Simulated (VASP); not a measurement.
Here is a VASP 6.6.1 calculation.

The input INCAR:

```
SYSTEM = KH17O9
  ALGO = Normal
  EDIFF = 1E-6
  ENCUT = 520
  GGA = PE
  GGA_COMPAT = .FALSE.
  ISIF = 2
  ISMEAR = -1
  IVDW = 12
  LASPH = .TRUE.
  LCHARG = .TRUE.
  LELF = .TRUE.
  LREAL = .FALSE.
  LVHAR = .TRUE.
  LWAVE = .FALSE.
  NBANDS = 59
  NELM = 120
  PREC = Accurate
  SIGMA = 0.02
```

The input KPOINTS:

```
k-points
0
G
  1 1 1
  0 0 0
```

POSCAR

```
KH17O9
1.0
    7.1738770000      0.0000000000      0.0000000000
    0.0000000000      7.1738770000      0.0000000000
    0.0000000000      0.0000000000      7.1738770000
O H K
9 17 1
Direct
    0.8250350543      0.2027913219      0.3655485033
    0.3155894644      0.8043349503      0.8951644975
    0.3652278956      0.6125558049      0.2120610654
    0.0767646281      0.5382305830      0.4688538708
    0.7699881110      0.9805018960      0.8154447031
    0.0407311137      0.9042530280      0.3213325235
    0.4895400353      0.2892856959      1.0060111150
    0.1303758066      0.4580647257      0.8560364221
    0.1173284683      0.0873168023      0.7892942686
    0.9022318058      0.3069748756      0.3975256336
    0.9246882822      0.1150423962      0.3083548826
    0.2449024426      0.9201300775      0.8677316324
    0.2597619112      0.6916483235      0.8284223440
    0.3466465901      0.6811797860      0.1032496097
    0.4266033555      0.4930249013      0.1610008089
    0.2042967840      0.5519470155      0.3974280574
    0.1219145519      0.5313584272      0.5937235891
    0.7800663435      0.8564964245      0.8679686033
    0.9096476006      1.0390615841      0.8172289544
    0.0854489142      0.8513109439      0.2088828677
    0.0374414002      0.8072064798      0.4169711859
    0.5948387462      0.1915421745      0.9994735064
    0.3991844298      0.2387133206      0.9213567503
   -0.0004739418      0.4707635774      0.8885014337
    0.1555225996      0.3194088775      0.8497497239
    0.1194612063      0.0591869640      0.6618318101
    0.5599900863     -0.0204631331      0.5241377849
```

Potentials or basis: VASP PAW PBE potentials, release 64 (O, H, K_sv).

Command:

```bash
$ cat potpaw_PBE.64/O/POTCAR potpaw_PBE.64/H/POTCAR potpaw_PBE.64/K_sv/POTCAR > POTCAR
$ mpirun -np 1 vasp_gam > vasp.out
```

(1) Estimate the band gap on the k mesh.

(2) Predict the largest force.

Answers

(1) 3.47 eV.

(2) 4.387 eV/Å.

Caveat: the k points lie up to 0.88 Å⁻¹ apart.
